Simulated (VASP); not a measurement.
# Cs2Ba (Fm-3m) in VASP: notebook

The runs below take Cs2Ba through relaxation of cell and atoms, single point, with PBE.

All numbers are computed with VASP 6.6.1; they aren't measurements. Logs are shortened: lines on timing, memory, paths and dates and some standing lists are left out, and cuts for length are marked.

**1. The cell of the first run**

The structure is cubic, space group Fm-3m (No. 225). The conventional cell has a = 8.288 Å, b = 8.288 Å, c = 8.288 Å, α = 90.00°, β = 90.00°, γ = 90.00°. Within 4.7 Å of Cs (site symmetry -43m) lie 4 Ba at 3.59 Å and 6 Cs at 4.14 Å. Ba (site symmetry m-3m) has 8 Cs at 3.59 Å within 4.7 Å.

The cell was generated, and may not be a known phase.

**2. Relaxation of cell and atoms, PBE**

The input, INCAR:

```
PREC = Accurate ; ENCUT = 600
EDIFF = 1E-6 ; ISMEAR = 0
SIGMA = 0.1 ; LREAL = F
LASPH = T ; NELM = 100
ALGO = Fast ; ISIF = 3
LWAVE = F ; LCHARG = F
GGA = PE ; IBRION = 2
NSW = 90 ; EDIFFG = -0.04
```

The input, KPOINTS:

```
regular mesh
0
Gamma
  4 4 4
```

The input, POSCAR:

```
Cs2Ba
1.0
    0.0000000000      4.1442049100      4.1442049100
    4.1442049100      0.0000000000      4.1442049100
    4.1442049100      4.1442049100      0.0000000000
Cs Ba
2 1
Direct
    0.7500000000      0.7500000000      0.7500000000
    0.2500000000      0.2500000000      0.2500000000
    0.0000000000      0.0000000000      0.0000000000
```

Potentials or basis: VASP PAW PBE potentials, release 64 (Cs_sv, Ba_sv).

Run with:

```sh
cat potpaw_PBE.64/Cs_sv/POTCAR potpaw_PBE.64/Ba_sv/POTCAR > POTCAR
mpirun -np 1 vasp_std > vasp.out
```

OUTCAR:

```text
PREC = Accurate
   ENCUT = 600
   EDIFF = 1E-6
   ISMEAR = 0
   LREAL = F
   LASPH = T
   NELM = 100
   ISIF = 3
   GGA = PE
   IBRION = 2
   NSW = 90
   EDIFFG = -0.04

 ion  position               nearest neighbor table
   1  0.750  0.750  0.750-   3 3.59   3 3.59   3 3.59   3 3.59
   2  0.250  0.250  0.250-   3 3.59   3 3.59   3 3.59   3 3.59
   3  0.000  0.000  0.000-   1 3.59   2 3.59   1 3.59   1 3.59   1 3.59   2 3.59   2 3.59   2 3.59

  LATTYP: Found a face centered cubic cell.
 ALAT       =     8.2884098200

  Lattice vectors:

 A1 = (   0.0000000000,   4.1442049100,   4.1442049100)
 A2 = (   4.1442049100,   0.0000000000,   4.1442049100)
 A3 = (   4.1442049100,   4.1442049100,   0.0000000000)

Analysis of symmetry for initial positions (statically):
=====================================================================
 Subroutine PRICEL returns:
 Original cell was already a primitive cell.

 Routine SETGRP: Setting up the symmetry group for a
 face centered cubic supercell.

 Subroutine GETGRP returns: Found 48 space group operations
 (whereof 48 operations were pure point group operations)
 out of a pool of 48 trial point group operations.

The static configuration has the point symmetry O_h .

Analysis of symmetry for dynamics (positions and initial velocities):
=====================================================================
 Subroutine PRICEL returns:
 Original cell was already a primitive cell.

 Routine SETGRP: Setting up the symmetry group for a
 face centered cubic supercell.

 Subroutine GETGRP returns: Found 48 space group operations
 (whereof 48 operations were pure point group operations)
 out of a pool of 48 trial point group operations.

The dynamic configuration has the point symmetry O_h .

 Subroutine INISYM returns: Found 48 space group operations
 (whereof 48 operations are pure point group operations),
 and found     1 'primitive' translations

----------------------------------------------------------------------------------------

                                     Primitive cell

  volume of cell :     142.3488

  direct lattice vectors                    reciprocal lattice vectors
     0.000000000  4.144204910  4.144204910    -0.120650405  0.120650405  0.120650405
     4.144204910  0.000000000  4.144204910     0.120650405 -0.120650405  0.120650405
[... 59 lines left out ...]
   NGXF,Y,Z  is equivalent  to a cutoff of  27.23, 27.23, 27.23 a.u.
 SYSTEM =  unknown system
   PREC   = accura    normal or accurate (medium, high low for compatibility)
   ISTART =      0    job   : 0-new  1-cont  2-samecut
   ICHARG =      2    charge: 1-file 2-atom 10-const
   ISPIN  =      1    spin polarized calculation?
   LNONCOLLINEAR =      F non collinear calculations
   LSORBIT =      F    spin-orbit coupling
   LASPH  =      T    aspherical Exc in radial PAW
   ENCUT  =  600.0 eV  44.10 Ry    6.64 a.u.  11.71 11.71 11.71*2*pi/ulx,y,z
   NELM   =    100;   NELMIN=  2; NELMDL= -5     # of ELM steps
   EDIFF  = 0.1E-05   stopping-criterion for ELM
   LREAL  =      F    real-space projection
   EDIFFG = -.4E-01   stopping-criterion for IOM
   NSW    =     90    number of steps for IOM
   IBRION =      2    ionic relax: 0-MD 1-quasi-New 2-CG
   NFREE  =      1    steps in history (QN), initial steepest desc. (CG)
   ISIF   =      3    stress and relaxation
   ISYM   =      2    0-nonsym 1-usesym 2-fastsym
   POTIM  = 0.5000    time-step for ionic-motion
   TEBEG  =    0.0;   TEEND  =   0.0 temperature during run
   PSTRESS=    0.0 pullay stress
   NELECT =      28.0000    total number of electrons
   NUPDOWN=      -1.0000    fix difference up-down
   EMIN   =  10.00;   EMAX   =-10.00  energy-range for DOS
   EFERMI =   0.00;   METHOD = LEGACY
   ISMEAR =     0;   SIGMA  =   0.10  broadening in eV -4-tet -1-fermi 0-gaus
   EFERMI_NEDOS =   21; number of points for ismear=-14 and -15
   IALGO  =     68    algorithm
   IMIX   =      4    mixing-type and parameters
     AMIX     =   0.40;   BMIX     =  1.00
     AMIX_MAG =   1.60;   BMIX_MAG =  1.00
  volume/ion in A,a.u.               =      47.45       320.21
  Fermi-wavevector in a.u.,A,eV,Ry     =   0.952086  1.799182 12.333249  0.906468
  Thomas-Fermi vector in A             =   2.080617
   LORBIT       =      0    0 simple, 1 ext, 2 COOP (PROOUT), +10 PAW based schemes
   GGA     = PE    functional components
   LHFCALC =     F    Hartree Fock is set to
   AEXX    =    0.0000 exact exchange contribution
   IVDW    =     0    specifies the selected vdW correction
   LEPSILON=     F    determine dielectric tensor
   LRPA    =     F    only Hartree local field effects (RPA)
 conjugate gradient relaxation of ions
 non-spin polarized calculation
 RMM-DIIS sequential band-by-band and
 Gauss-broadening in eV      SIGMA  =   0.10
  energy-cutoff  :      600.00
  volume of cell :      142.35
 maximum number of plane-waves:      4800
 NGX is ok and might be reduce to    48
   NGX = 23   NGY = 23   NGZ = 23

--------------------------------------- Ionic step        1  -------------------------------------------

 number of electron      28.0000000 magnetization

 Free energy of the ion-electron system (eV)
  ---------------------------------------------------
  ext. energy  EPLUGINS =         0.00000000
  ---------------------------------------------------
  free energy    TOTEN  =        -0.30877001 eV

  energy without entropy =       -0.27433340  energy(sigma->0) =       -0.29155170

------------------------ aborting loop because EDIFF is reached ----------------------------------------

  FORCE on cell =-STRESS in cart. coord.  units (eV):
  Direction    XX          YY          ZZ          XY          YZ          ZX
  --------------------------------------------------------------------------------------
  -------------------------------------------------------------------------------------
  Total        3.8260429      3.8260429      3.8260429     -0.0000000      0.0000000     -0.0000000
  in kB       43.0632459     43.0632459     43.0632459     -0.0000000      0.0000000     -0.0000000
  external PRESSURE =      43.0632459 kB  Pullay stress =       0.0000000 kB
[... 209 lines left out ...]
--------------------------------------- Ionic step        7  -------------------------------------------

 number of electron      28.0000004 magnetization

 Free energy of the ion-electron system (eV)
  ---------------------------------------------------
  ext. energy  EPLUGINS =         0.00000000
  ---------------------------------------------------
  free energy    TOTEN  =        -2.42211574 eV

  energy without entropy =       -2.37753195  energy(sigma->0) =       -2.39982385

 E-fermi :   0.1500     XC(G=0):  -5.2636

 val. band max:        0.0478830145   @ k =   0.5000   0.5000   0.0000
 cond. band min:       0.1526218769   @ k =  -0.2500   0.2500   0.0000
 fundamental gap:      0.1047388624
 Fermi energy:         0.1499551057

 k-point     1 :       0.0000    0.0000    0.0000
  band No.  band energies     occupation
      1     -30.2617      2.00000
      2     -23.5071      2.00000
      3     -23.5037      2.00000
      4     -15.3738      2.00000
      5     -15.3738      2.00000
      6     -15.3738      2.00000
[... 187 lines left out ...]
  FREE ENERGIE OF THE ION-ELECTRON SYSTEM (eV)
  ---------------------------------------------------
  free  energy   TOTEN  =        -2.4221157447 eV

  energy  without entropy=       -2.3775319459  energy(sigma->0) =       -2.39982385

 reached required accuracy - stopping structural energy minimisation
```

It took 23 min on 1 thread of Oxide Virtual Turin-like, shared host; peak memory 0.31 GiB.

What came out:

```
Free energy                           : -2.4221 eV
Relaxed volume                        : 122.82 Å³/atom
Relaxed cell                          : a = 8.047 Å, b = 8.047 Å, c = 8.047 Å, α = 60.00°, β = 60.00°, γ = 60.00°
Space group after relaxing (to 0.1 Å) : Fm-3m (No. 225)
Energy gained by relaxing             : 704.4 meV/atom
Ionic steps                           : 7
Pressure after relaxing               : 0.0 GPa
Band gap on the k mesh                : zero (bands 14 and 15 overlap by 0.63 eV)
```

Step by step:
```
step  energy change (eV)  largest force (eV/Å)  pressure (GPa)  volume (Å³)
   1              0.0000                0.0000            4.31       142.35
   2             -0.6822                0.0000            3.33       170.27
   3             -1.8195                0.0000            0.36       275.43
   4             -1.9584                0.0000            0.42       301.80
   5             -2.0380                0.0000            0.09       359.47
   6             -2.1120                0.0000           -0.12       380.91
   7             -2.1133                0.0000            0.05       368.46
```

Final structure:
```xyz
3
Lattice="0.0000 5.6901 5.6901 5.6901 0.0000 5.6901 5.6901 5.6901 0.0000" Properties=species:S:1:pos:R:3 pbc="T T T"
Cs    8.5352    8.5352    8.5352
Cs    2.8451    2.8451    2.8451
Ba    0.0000    0.0000    0.0000
```

Levels at points of the mesh, in eV from the Fermi level:
| k point | band 10 | band 11 | band 12 | band 13 | band 14 | band 15 | band 16 | band 17 |
| --- | --- | --- | --- | --- | --- | --- | --- | --- |
| (0.00, 0.00, 0.00) | -10.45 | -10.45 | -10.45 | -1.89 | 0.37 | 0.37 | 0.84 | 0.88 |
| (0.50, 0.00, 0.00) | -10.47 | -10.47 | -10.47 | -1.18 | -0.38 | 0.33 | 0.40 | 0.40 |
| (0.50, 0.50, 0.00) | -10.45 | -10.45 | -10.44 | -0.80 | -0.44 | -0.10 | 0.05 | 0.67 |

Caveat: the volume moved by over 15 % at a fixed basis, so the end points are rough; spin-orbit coupling is left out, which moves the levels of the heavy elements.

**3. Single point, PBE**

This run uses another cell than the first one, of 123.16 Å³/atom.

The input, INCAR:

```
PREC = Accurate
ENCUT = 520
EDIFF = 1E-7
ISMEAR = 0
SIGMA = 0.1
LREAL = F
LASPH = T
NELM = 60
ALGO = Fast
ISIF = 2
LWAVE = F
LCHARG = F
GGA = PE
NBANDS = 21
```

The input, KPOINTS:

```
Automatic mesh
0
Gamma
  8 8 8
```

The input, POSCAR:

```
Cs2Ba
1.0
    0.0000000000      5.6953163992      5.6953163992
    5.6953163992      0.0000000000      5.6953163992
    5.6953163992      5.6953163992      0.0000000000
Cs Ba
2 1
Direct
    0.7500000000      0.7500000000      0.7500000000
    0.2500000000      0.2500000000      0.2500000000
    0.0000000000      0.0000000000      0.0000000000
```

Potentials or basis: VASP PAW PBE potentials, release 64 (Cs_sv, Ba_sv).

Run with:

```sh
cat potpaw_PBE.64/Cs_sv/POTCAR potpaw_PBE.64/Ba_sv/POTCAR > POTCAR
mpirun -np 1 vasp_std > vasp.out
```

Run time: 10 min. Hardware: 1 thread of Oxide Virtual Turin-like, shared host; peak memory 0.58 GiB.

It converged, with:

| Quantity | Value |
| --- | --- |
| Free energy | -2.4496 eV |
| Pressure | 0.0 GPa |
| Band gap on the k mesh | zero (bands 14 and 15 overlap by 0.64 eV) |

Levels at points of the mesh, in eV from the Fermi level:
```csv
k point,band 10,band 11,band 12,band 13,band 14,band 15,band 16,band 17,band 18,band 19
"(0.00, 0.00, 0.00)",-10.42,-10.42,-10.42,-1.86,0.40,0.40,0.55,0.55,0.55,0.93
"(0.50, 0.00, 0.00)",-10.44,-10.44,-10.44,-1.15,-0.35,0.35,0.43,0.43,0.67,0.67
"(0.50, 0.50, 0.00)",-10.42,-10.42,-10.41,-0.77,-0.41,-0.07,0.08,0.69,0.69,0.91
```

Caveat: spin-orbit coupling is left out, which moves the levels of the heavy elements.

**4. Relaxation of cell and atoms, PBE**

This run uses another cell than the first one, of 123.16 Å³/atom.

The input, INCAR:

```
SYSTEM = Cs2Ba
PREC = Accurate
ENCUT = 600
EDIFF = 1E-7
ISMEAR = 0
SIGMA = 0.1
LREAL = .False.
LASPH = .True.
NELM = 60
ALGO = Fast
ISIF = 3
LWAVE = .False.
LCHARG = .False.
GGA = PE
IBRION = 2
NSW = 100
EDIFFG = -0.01
```

The input, KPOINTS:

```
regular mesh
0
Gamma
  8 8 8
  0 0 0
```

POSCAR is that of step 3.

Run with:

```sh
cat potpaw_PBE.64/Cs_sv/POTCAR potpaw_PBE.64/Ba_sv/POTCAR > POTCAR
mpirun -np 1 vasp_std > vasp.out
```

Run time: 25 min. Hardware: 1 thread of Oxide Virtual Turin-like, shared host; peak memory 0.72 GiB.

The run converged. Its results:

```yaml
Free_energy: -2.4501 eV
Relaxed_volume: 124.54 Å³/atom
Relaxed_cell: a = 8.084 Å, b = 8.084 Å, c = 8.084 Å, α = 60.00°, β = 60.00°, γ = 60.00°
Space_group_after_relaxing_to_0.1_Å: Fm-3m (No. 225)
Energy_gained_by_relaxing: 0.2 meV/atom
Ionic_steps: 3
Pressure_after_relaxing: 0.0 GPa
Band_gap_on_the_k_mesh: zero (bands 14 and 15 overlap by 0.64 eV)
```

Step by step:
```tsv
step	energy change (eV)	largest force (eV/Å)	pressure (GPa)	volume (Å³)
1	0.0000	0.0000	0.03	369.47
2	-0.0002	0.0000	0.02	370.51
3	-0.0005	0.0000	0.00	373.62
```

Final structure:
```
Cs Ba
1.0
     0.00000    5.71654    5.71654
     5.71654    0.00000    5.71654
     5.71654    5.71654    0.00000
Cs Ba
2 1
Direct
  0.75000 0.75000 0.75000
  0.25000 0.25000 0.25000
  0.00000 0.00000 0.00000
```

Levels at points of the mesh, in eV from the Fermi level:
```csv
k point,band 12,band 13,band 14,band 15,band 16,band 17
"(0.00, 0.00, 0.00)",-10.43,-1.85,0.41,0.41,0.55,0.55
"(0.50, 0.00, 0.00)",-10.45,-1.15,-0.35,0.35,0.43,0.43
"(0.50, 0.50, 0.00)",-10.42,-0.78,-0.41,-0.07,0.09,0.69
```

Caveat: spin-orbit coupling is left out, which moves the levels of the heavy elements.

**5. Summary**

| task | cell | k mesh | cutoff (eV) | gap on the mesh (eV) | pressure (GPa) | relaxed volume (Å³/atom) |
| --- | --- | --- | --- | --- | --- | --- |
| relaxation of cell and atoms | relaxed from a = 5.861 Å, angles 60.0°, 3 atoms | 4 × 4 × 4 | 600 | none | 0.0 | 122.82 |
| single point | a = 8.054 Å, angles 60.0°, 3 atoms | 8 × 8 × 8 | 520 | none | 0.0 | - |
| relaxation of cell and atoms | relaxed from a = 8.054 Å, angles 60.0°, 3 atoms | 8 × 8 × 8 | 600 | none | 0.0 | 124.54 |

Alike in all rows: level PBE; potentials or basis VASP PAW PBE potentials, release 64 (Cs_sv, Ba_sv); no spin polarisation; smearing gaussian 0.1 eV.

Caveats: spin-orbit coupling is left out, which moves the levels of the heavy elements; the volume moved by over 15 % at a fixed basis, so the end points are rough (at least some runs).

Total energies depend on the potentials used, so only differences within one code and one set of settings carry meaning.

The gap in the log of VASP goes by the Fermi energy; the results here count the filled bands.